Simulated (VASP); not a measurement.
Runs of VASP 6.6.1 on Ga. The structure is that of space group Im-3m (No. 229), or close to it. The cells are those of the table. 

```csv
task,level,cell,cutoff (eV),k mesh for the DOS,occupations for the DOS,gap on the mesh (eV),pressure (GPa)
single point,PBE,"a = 2.571 Å, angles 109.5°, 1 atom",520,-,-,none,47.2
single point,PBE,"a = 2.438 Å, angles 109.5°, 1 atom",520,-,-,none,(b)
single point,PBE,"a = 2.923 Å, angles 109.5°, 1 atom",520,-,-,none,0.1
single point,PBE,"a = 2.691 Å, angles 109.5°, 1 atom",520,-,-,none,(c)
single point,PBE,"a = 2.801 Å, angles 109.5°, 1 atom",520,-,-,none,8.4
single point,PBE,"a = 2.320 Å, angles 109.5°, 1 atom",520,-,-,none,(a)
single point,PBE,"a = 2.207 Å, angles 109.5°, 1 atom",520,-,-,none,308.7
single point,PBE+D3(BJ),"a = 2.320 Å, angles 109.5°, 1 atom",500,-,-,none,167.2
```

Alike in all rows: potentials or basis VASP PAW PBE potentials, release 64 (Ga_d); no spin polarisation; k mesh 16 × 16 × 16; smearing fermi-dirac 0.08 eV.

**Question.** Estimate the missing entries.

**Answer.** (a) 177.6; (b) 98.1; (c) 21.8.

Caveats: pairwise dispersion overbinds metals, which lowers pressure and volume (some runs).

A k mesh can miss the band edges, and the runs leave out spin-orbit coupling on Ga.

A gap of «none» marks levels without a gap at the run's occupations.
